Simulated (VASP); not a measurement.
# InRh2 (Fm-3m) in VASP: a series of runs

InRh2 is run at these levels: HSE06; tasks: single point.

All numbers are computed with VASP 6.6.1; they aren't measurements. Logs are shortened: lines on timing, memory, paths and dates and some standing lists are left out, and cuts for length are marked.

## 1. The cell of the first run

Symmetry: Fm-3m, No. 225, cubic system. Conventional cell: a = 5.781 Å, b = 5.781 Å, c = 5.781 Å, α = 90.00°, β = 90.00°, γ = 90.00°. In (site symmetry m-3m) has 8 Rh at 2.50 Å within 3.3 Å. Rh (site symmetry -43m) has 4 In at 2.50 Å and 6 Rh at 2.89 Å within 3.3 Å.

## 2. Single point, HSE06

POSCAR

```
InRh2
1.0
    0.0000000000      2.8907046600      2.8907046600
    2.8907046600      0.0000000000      2.8907046600
    2.8907046600      2.8907046600      0.0000000000
In Rh
1 2
Direct
    0.0000000000      0.0000000000      0.0000000000
    0.2500000000      0.2500000000      0.2500000000
    0.7500000000      0.7500000000      0.7500000000
```

INCAR.step1

```
PREC = Accurate ; ENCUT = 520
EDIFF = 1E-5 ; ISMEAR = -1
SIGMA = 0.1 ; LREAL = False
LASPH = True ; NELM = 100
ALGO = Normal ; ISIF = 2
LWAVE = True ; LCHARG = False
NBANDS = 28 ; GGA = PE
LUSENCCL = False
```

INCAR.step2

```
PREC = Accurate ; ENCUT = 520
EDIFF = 1E-6 ; ISMEAR = -1
SIGMA = 0.1 ; LREAL = False
LASPH = True ; NELM = 100
ALGO = Normal ; ISIF = 2
LWAVE = False ; LCHARG = False
GGA = PE ; LHFCALC = True
HFSCREEN = 0.2079 ; PRECFOCK = Normal
NBANDS = 28 ; ISTART = 1
LUSENCCL = False
```

KPOINTS

```
regular mesh
0
Gamma
  4 4 4
```

Potentials or basis: VASP PAW PBE potentials, release 64 (In_d, Rh_pv).

The run is started by

```console
cat potpaw_PBE.64/In_d/POTCAR potpaw_PBE.64/Rh_pv/POTCAR > POTCAR
cp INCAR.step1 INCAR
mpirun -np 1 vasp_std > vasp.out
cp INCAR.step2 INCAR
mpirun -np 1 vasp_std > vasp.out
```

OUTCAR:

```text
PREC = Accurate
   ENCUT = 520
   EDIFF = 1E-6
   ISMEAR = -1
   LREAL = False
   LASPH = True
   NELM = 100
   ISIF = 2
   GGA = PE
   LHFCALC = True
   HFSCREEN = 0.2079
   PRECFOCK = Normal
   ISTART = 1

 ion  position               nearest neighbor table
   1  0.000  0.000  0.000-   3 2.50   3 2.50   3 2.50   2 2.50   3 2.50   2 2.50   2 2.50   2 2.50

   2  0.250  0.250  0.250-   1 2.50   1 2.50   1 2.50   1 2.50   3 2.89   3 2.89   3 2.89   3 2.89
                             3 2.89   3 2.89
   3  0.750  0.750  0.750-   1 2.50   1 2.50   1 2.50   1 2.50   2 2.89   2 2.89   2 2.89   2 2.89
                             2 2.89   2 2.89

  LATTYP: Found a face centered cubic cell.
 ALAT       =     5.7814093200

  Lattice vectors:

 A1 = (   0.0000000000,   2.8907046600,   2.8907046600)
 A2 = (   2.8907046600,   0.0000000000,   2.8907046600)
 A3 = (   2.8907046600,   2.8907046600,   0.0000000000)

Analysis of symmetry for initial positions (statically):
=====================================================================
 Subroutine PRICEL returns:
 Original cell was already a primitive cell.

 Routine SETGRP: Setting up the symmetry group for a
 face centered cubic supercell.

 Subroutine GETGRP returns: Found 48 space group operations
 (whereof 48 operations were pure point group operations)
 out of a pool of 48 trial point group operations.

The static configuration has the point symmetry O_h .

Analysis of symmetry for dynamics (positions and initial velocities):
=====================================================================
 Subroutine PRICEL returns:
 Original cell was already a primitive cell.

 Routine SETGRP: Setting up the symmetry group for a
 face centered cubic supercell.

 Subroutine GETGRP returns: Found 48 space group operations
 (whereof 48 operations were pure point group operations)
 out of a pool of 48 trial point group operations.

The dynamic configuration has the point symmetry O_h .

 Subroutine INISYM returns: Found 48 space group operations
 (whereof 48 operations are pure point group operations),
 and found     1 'primitive' translations

----------------------------------------------------------------------------------------

                                     Primitive cell

  volume of cell :      48.3105

  direct lattice vectors                    reciprocal lattice vectors
     0.000000000  2.890704660  2.890704660    -0.172968206  0.172968206  0.172968206
     2.890704660  0.000000000  2.890704660     0.172968206 -0.172968206  0.172968206
     2.890704660  2.890704660  0.000000000     0.172968206  0.172968206 -0.172968206

  length of vectors
     4.088073735  4.088073735  4.088073735     0.299589721  0.299589721  0.299589721

  position of ions in fractional coordinates (direct lattice)
     0.000000000  0.000000000  0.000000000
     0.250000000  0.250000000  0.250000000
     0.750000000  0.750000000  0.750000000

  ion indices of the primitive-cell ions
   primitive index   ion index
                 1           1
                 2           2
                 3           3

----------------------------------------------------------------------------------------

 KPOINTS: regular mesh

Automatic generation of k-mesh.
 Grid dimensions read from file:
 generate k-points for:    4    4    4

 Generating k-lattice:

  Cartesian coordinates                     Fractional coordinates (reciprocal lattice)
    -0.043242052  0.043242052  0.043242052     0.250000000  0.000000000  0.000000000
     0.043242052 -0.043242052  0.043242052     0.000000000  0.250000000  0.000000000
     0.043242052  0.043242052 -0.043242052     0.000000000  0.000000000  0.250000000

  Length of vectors
     0.074897430  0.074897430  0.074897430

  Shift w.r.t. Gamma in fractional coordinates (k-lattice)
     0.000000000  0.000000000  0.000000000

 Subroutine IBZKPT returns following result:
 ===========================================

 Found      8 irreducible k-points:

 Following reciprocal coordinates:
            Coordinates               Weight
  0.000000  0.000000  0.000000      1.000000
  0.250000  0.000000  0.000000      8.000000
  0.500000  0.000000  0.000000      4.000000
  0.250000  0.250000  0.000000      6.000000
  0.500000  0.250000  0.000000     24.000000
 -0.250000  0.250000  0.000000     12.000000
  0.500000  0.500000  0.000000      3.000000
 -0.250000  0.500000  0.250000      6.000000
   k-points           NKPTS =      8   k-points in BZ     NKDIM =     64   number of bands    NBANDS=     28
   number of dos      NEDOS =    301   number of ions     NIONS =      3
   total plane-waves  NPLWV =  27000
   dimension x,y,z NGX =    30 NGY =   30 NGZ =   30
   dimension x,y,z NGXF=    60 NGYF=   60 NGZF=   60
   ions per type =               1   2
   NGX,Y,Z   is equivalent  to a cutoff of  12.20, 12.20, 12.20 a.u.
   NGXF,Y,Z  is equivalent  to a cutoff of  24.40, 24.40, 24.40 a.u.
 SYSTEM =  unknown system
   PREC   = accura    normal or accurate (medium, high low for compatibility)
   ISTART =      1    job   : 0-new  1-cont  2-samecut
   ICHARG =      0    charge: 1-file 2-atom 10-const
   ISPIN  =      1    spin polarized calculation?
   LNONCOLLINEAR =      F non collinear calculations
   LSORBIT =      F    spin-orbit coupling
   LASPH  =      T    aspherical Exc in radial PAW
   ENCUT  =  520.0 eV  38.22 Ry    6.18 a.u.   7.60  7.60  7.60*2*pi/ulx,y,z
   NELM   =    100;   NELMIN=  2; NELMDL=  0     # of ELM steps
   EDIFF  = 0.1E-05   stopping-criterion for ELM
   LREAL  =      F    real-space projection
   EDIFFG = 0.1E-04   stopping-criterion for IOM
   NSW    =      0    number of steps for IOM
   IBRION =     -1    ionic relax: 0-MD 1-quasi-New 2-CG
   NFREE  =      0    steps in history (QN), initial steepest desc. (CG)
   ISIF   =      2    stress and relaxation
   ISYM   =      3    0-nonsym 1-usesym 2-fastsym
   POTIM  = 0.5000    time-step for ionic-motion
   TEBEG  =    0.0;   TEEND  =   0.0 temperature during run
   PSTRESS=    0.0 pullay stress
   NELECT =      43.0000    total number of electrons
   NUPDOWN=      -1.0000    fix difference up-down
   EMIN   =  10.00;   EMAX   =-10.00  energy-range for DOS
   EFERMI =   0.00;   METHOD = LEGACY
   ISMEAR =    -1;   SIGMA  =   0.10  broadening in eV -4-tet -1-fermi 0-gaus
   EFERMI_NEDOS =   21; number of points for ismear=-14 and -15
   IALGO  =     38    algorithm
   IMIX   =      1    mixing-type and parameters
     AMIX     =   0.40;   BMIX     =  1.00
     AMIX_MAG =   1.60;   BMIX_MAG =  1.00
  volume/ion in A,a.u.               =      16.10       108.67
  Fermi-wavevector in a.u.,A,eV,Ry     =   1.574770  2.975885 33.741115  2.479902
  Thomas-Fermi vector in A             =   2.675855
   LORBIT       =      0    0 simple, 1 ext, 2 COOP (PROOUT), +10 PAW based schemes
   GGA     = PE    functional components
   LHFCALC =     T    Hartree Fock is set to
   PRECFOCK=normal    Normal, Fast or Accurate (Low or Medium for compatibility)
   ENCUT4O =  -1.0   cutoff for four orbital integrals eV
   NKREDX  =     1    reduce k-point grid by
   NKREDY  =     1    reduce k-point grid by
   NKREDZ  =     1    reduce k-point grid by
   AEXX    =    0.2500 exact exchange contribution
   HFSCREEN=    0.2079 screening length (either q_TF or 0.3 A-1)
   HFSCREENC=   0.2079 screening length for correlation (either q_TF or 0.3 A-1)
   ENCUTFOCK=  -1.0 apply spherical cutoff to Coloumb kernel
   IVDW    =     0    specifies the selected vdW correction
   LEPSILON=     F    determine dielectric tensor
   LRPA    =     F    only Hartree local field effects (RPA)
 non-spin polarized calculation
  energy-cutoff  :      520.00
  volume of cell :       48.31
 maximum number of plane-waves:      1316
  NGX = 24; NGY = 24; NGZ = 24

 number of electron      43.0000001 magnetization

 Free energy of the ion-electron system (eV)
  ---------------------------------------------------
  ext. energy  EPLUGINS =         0.00000000
  ---------------------------------------------------
  free energy    TOTEN  =       -18.72861438 eV

  energy without entropy =      -18.66613002  energy(sigma->0) =      -18.69737220

 E-fermi :   9.5590     XC(G=0): -10.3548

 val. band max:        9.3618043182   @ k =   0.5000   0.2500   0.0000
 cond. band min:       9.6063473441   @ k =   0.5000   0.0000   0.0000
 fundamental gap:      0.2445430259
 Fermi energy:         9.5590146701

 k-point     1 :       0.0000    0.0000    0.0000
  band No.  band energies     occupation
      1     -38.8664      2.00000
      2     -38.8664      2.00000
      3     -38.8664      2.00000
      4     -38.6557      2.00000
      5     -38.6557      2.00000
      6     -38.6557      2.00000
[... 20 lines left out ...]
     27      20.1294      0.00000
     28      20.1294      0.00000

 k-point     2 :       0.2500    0.0000    0.0000
  band No.  band energies     occupation
      1     -38.8381      2.00000
      2     -38.8357      2.00000
      3     -38.8357      2.00000
      4     -38.6916      2.00000
      5     -38.6870      2.00000
      6     -38.6870      2.00000
[... 20 lines left out ...]
     27      20.5729      0.00000
     28      20.5733      0.00000

 k-point     3 :       0.5000    0.0000    0.0000
  band No.  band energies     occupation
      1     -38.7701      2.00000
      2     -38.7669      2.00000
      3     -38.7636      2.00000
      4     -38.7635      2.00000
      5     -38.7597      2.00000
      6     -38.7597      2.00000
[... 20 lines left out ...]
     27      20.4095      0.00000
     28      20.4849      0.00000

 k-point     4 :       0.2500    0.2500    0.0000
  band No.  band energies     occupation
      1     -38.8753      2.00000
      2     -38.8753      2.00000
      3     -38.7824      2.00000
      4     -38.7454      2.00000
      5     -38.6495      2.00000
      6     -38.6495      2.00000
[... 20 lines left out ...]
     27      18.8654      0.00000
     28      23.5270      0.00000

 k-point     5 :       0.5000    0.2500    0.0000
  band No.  band energies     occupation
      1     -38.8654      2.00000
      2     -38.8514      2.00000
      3     -38.8478      2.00000
      4     -38.6786      2.00000
      5     -38.6777      2.00000
      6     -38.6650      2.00000
[... 20 lines left out ...]
     27      22.0386      0.00000
     28      23.2894      0.00000

 k-point     6 :      -0.2500    0.2500    0.0000
  band No.  band energies     occupation
      1     -38.8863      2.00000
      2     -38.7767      2.00000
      3     -38.7694      2.00000
      4     -38.7554      2.00000
      5     -38.7539      2.00000
      6     -38.6416      2.00000
[... 20 lines left out ...]
     27      21.6642      0.00000
     28      23.4338      0.00000

 k-point     7 :       0.5000    0.5000    0.0000
  band No.  band energies     occupation
      1     -38.9088      2.00000
      2     -38.8840      2.00000
      3     -38.8840      2.00000
      4     -38.6438      2.00000
      5     -38.6438      2.00000
      6     -38.6237      2.00000
[... 20 lines left out ...]
     27      19.3823      0.00000
     28      25.1222      0.00000

 k-point     8 :      -0.2500    0.5000    0.2500
  band No.  band energies     occupation
      1     -38.8982      2.00000
      2     -38.8952      2.00000
      3     -38.7638      2.00000
      4     -38.7638      2.00000
      5     -38.6353      2.00000
      6     -38.6324      2.00000
[... 20 lines left out ...]
     27      22.3607      0.00000
     28      22.3607      0.00000

------------------------ aborting loop because EDIFF is reached ----------------------------------------

  FORCE on cell =-STRESS in cart. coord.  units (eV):
  Direction    XX          YY          ZZ          XY          YZ          ZX
  --------------------------------------------------------------------------------------
  -------------------------------------------------------------------------------------
  Total        8.3142683      8.3142683      8.3142683     -0.0000000     -0.0000000      0.0000000
  in kB      275.7359875    275.7359875    275.7359875     -0.0000000     -0.0000000      0.0000000
  external PRESSURE =     275.7359875 kB  Pullay stress =       0.0000000 kB

 VOLUME and BASIS-vectors are now :
 -----------------------------------------------------------------------------
  energy-cutoff  :      520.00
  volume of cell :       48.31
      direct lattice vectors                 reciprocal lattice vectors
     0.000000000  2.890704660  2.890704660    -0.172968206  0.172968206  0.172968206
     2.890704660  0.000000000  2.890704660     0.172968206 -0.172968206  0.172968206
     2.890704660  2.890704660  0.000000000     0.172968206  0.172968206 -0.172968206

 POSITION                                       TOTAL-FORCE (eV/Angst)
 -----------------------------------------------------------------------------------
      0.00000      0.00000      0.00000        -0.000000     -0.000000      0.000000
      1.44535      1.44535      1.44535        -0.000000      0.000000      0.000000
      4.33606      4.33606      4.33606         0.000000     -0.000000     -0.000000
 -----------------------------------------------------------------------------------
    total drift:                               -0.000002     -0.000004     -0.000006

  FREE ENERGIE OF THE ION-ELECTRON SYSTEM (eV)
  ---------------------------------------------------
  free  energy   TOTEN  =       -18.7286143820 eV

  energy  without entropy=      -18.6661300169  energy(sigma->0) =      -18.69737220
```

Wall time 15 min (1 × NVIDIA H100 80GB with 1 thread of Intel Xeon Platinum 8481C at 2.70GHz (Sapphire Rapids), shared host); peak memory 1.2 GiB.

What came out:

| Property | Result |
| --- | --- |
| Free energy | -18.7286 eV |
| Pressure | 27.6 GPa |
| Band gap on the k mesh | zero (an odd number of electrons rules out a gap without spin polarisation) |

Levels at points of the mesh, in eV from the Fermi level:
```
           k point  band 19  band 20  band 21  band 22  band 23  band 24
(0.00, 0.00, 0.00)    -0.33    -0.33     1.62     1.62     8.29     8.91
(0.50, 0.00, 0.00)    -1.74    -1.50    -1.37    -1.37     0.05     8.33
(0.50, 0.50, 0.00)    -1.17    -1.17    -0.48     1.42     1.88     1.88
```

Caveat: the k points lie up to 0.47 Å⁻¹ apart, too coarse for converged energies and pressures of a metal; the PAW data sets were made with another functional, which shifts forces and pressure a little; spin-orbit coupling is left out, which moves the levels of the heavy elements.

## 3. Single point, HSE06

POSCAR is that of step 2.

INCAR.step1

```
SYSTEM = InRh2
PREC = Accurate
ENCUT = 520
EDIFF = 1E-5
ISMEAR = -1
SIGMA = 0.1
LREAL = .False.
LASPH = .True.
NELM = 80
ALGO = Normal
ISIF = 2
LWAVE = .True.
NBANDS = 28
GGA = PE
LUSENCCL = .False.
```

INCAR.step2

```
SYSTEM = InRh2
PREC = Accurate
ENCUT = 520
EDIFF = 1E-6
ISMEAR = -1
SIGMA = 0.1
LREAL = .False.
LASPH = .True.
NELM = 80
ALGO = Normal
ISIF = 2
LWAVE = .False.
LCHARG = .True.
GGA = PE
LHFCALC = .True.
HFSCREEN = 0.2079
PRECFOCK = Normal
LELF = .True.
LVHAR = .True.
NBANDS = 28
ISTART = 1
LUSENCCL = .False.
```

KPOINTS

```
Automatic mesh
0
Gamma
  4 4 4
  0 0 0
```

Potentials or basis: VASP PAW PBE potentials, release 64 (In_d, Rh_pv).

The run is started by

```console
cat potpaw_PBE.64/In_d/POTCAR potpaw_PBE.64/Rh_pv/POTCAR > POTCAR
cp INCAR.step1 INCAR
mpirun -np 1 vasp_std > vasp.out
cp INCAR.step2 INCAR
mpirun -np 1 vasp_std > vasp.out
```

Run time: 23 min. Hardware: 1 × NVIDIA H100 80GB with 1 thread of Intel Xeon Platinum 8481C at 2.70GHz (Sapphire Rapids), shared host; peak memory 1.1 GiB.

The run converged. Its results:

```yaml
Free_energy: -18.7286 eV
Pressure: 27.6 GPa
Band_gap_on_the_k_mesh: zero (an odd number of electrons rules out a gap without spin polarisation)
```

Levels at points of the mesh, in eV from the Fermi level:
| k point | band 18 | band 19 | band 20 | band 21 | band 22 | band 23 | band 24 | band 25 |
| --- | --- | --- | --- | --- | --- | --- | --- | --- |
| (0.00, 0.00, 0.00) | -0.33 | -0.33 | -0.33 | 1.62 | 1.62 | 8.29 | 8.91 | 8.91 |
| (0.50, 0.00, 0.00) | -1.74 | -1.74 | -1.50 | -1.37 | -1.37 | 0.05 | 8.33 | 8.33 |
| (0.50, 0.50, 0.00) | -1.88 | -1.17 | -1.17 | -0.48 | 1.42 | 1.88 | 1.88 | 3.23 |

Caveat: the k points lie up to 0.47 Å⁻¹ apart, too coarse for converged energies and pressures of a metal; the PAW data sets were made with another functional, which shifts forces and pressure a little; spin-orbit coupling is left out, which moves the levels of the heavy elements.

The gap in the log of VASP goes by the Fermi energy; the results here count the filled bands.